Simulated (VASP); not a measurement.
## BN: single point with r2SCAN

BN:

```
B N
1.0
     0.00000    3.68547    2.16661
     1.25155    0.00000    2.16661
     1.25155    3.68547    0.00000
B N
1 1
Direct
  0.00005 0.00005 0.99995
  0.66665 0.66665 0.33335
```

```yaml
Program: VASP 6.6.1
Task: single point
Functional: r2SCAN
Potentials_or_basis: VASP PAW PBE potentials, release 64 (B, N)
Cutoff: 520 eV
k_mesh: 12 × 12 × 12
Occupations: gaussian, width 0.02 eV
Spin: no spin polarisation
Dipole_correction: no
Further_INCAR_settings: ALGO = Normal; EDIFF = 1e-06; NBANDS = 11
```

The pressure is -0.4 GPa. The band gap on the k mesh is 4.57 eV (least direct gap 5.26 eV).

Stress tensor (GPa, compression positive):
```
-0.07  0.00  0.00
 0.00 -1.00  0.00
 0.00  0.00 -0.08
```

Levels at points of the mesh, in eV from the valence-band top:
```tsv
k point	band 2	band 3	band 4	band 5	band 6	band 7
(0.00, 0.00, 0.00)	-4.80	-1.43	-1.43	4.93	12.28	12.32
(0.50, 0.00, 0.00)	-9.33	-4.35	-1.00	5.28	10.50	13.74
(0.50, 0.50, 0.00)	-9.39	-4.35	-0.63	6.28	10.07	12.62
(0.50, 0.00, 0.50)	-6.08	-1.45	-1.43	9.54	12.20	12.25
(0.00, 0.50, 0.50)	-9.27	-4.38	-1.33	4.57	10.64	14.93
```

Wall time 4.7 min on 1 thread of Intel(R) Xeon(R) Platinum 8259CL CPU @ 2.50GHz (Skylake/Cascade Lake), with other jobs on the host, peak memory 0.19 GiB.

Caveat: the PAW data sets were made with another functional, which shifts forces and pressure a little. A k mesh can miss the band edges.
